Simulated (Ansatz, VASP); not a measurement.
**MoS2 in VASP and in Ansatz**

```
Mo S
1.0
     3.14146    0.00000    0.00000
    -1.57073    2.72059    0.00000
     0.00000    0.00000   12.57252
Mo S
2 4
Direct
  0.33333 0.66667 0.25000
  0.66667 0.33333 0.75000
  0.33333 0.66667 0.62600
  0.66667 0.33333 0.12600
  0.33333 0.66667 0.87400
  0.66667 0.33333 0.37400
```

Alike in both runs: task single point; functional PBEsol; k mesh 6 × 6 × 2; no spin polarisation.

|  | VASP | Ansatz |
| --- | --- | --- |
| version | VASP 6.6.1 | Ansatz 0.2.0 |
| potentials or method | VASP PAW PBE potentials, release 64 (Mo_sv, S) | PAW with Ansatz's default frozen-core files, scalar-relativistic |
| plane-wave cutoff (eV) | 520 | 420 |
| occupations | gaussian, width 0.01 eV | fixed |
| valence electrons in the cell | 52 | 52 |

|  | VASP | Ansatz | Ansatz less VASP |
| --- | --- | --- | --- |
| gap on the k mesh at the Fermi level (eV) | 0.99 | 0.98 | -0.015 |
| pressure (GPa) | 0.0 | 0.0 | +0.02 |

VASP's potentials were made for PBE, not for PBEsol.
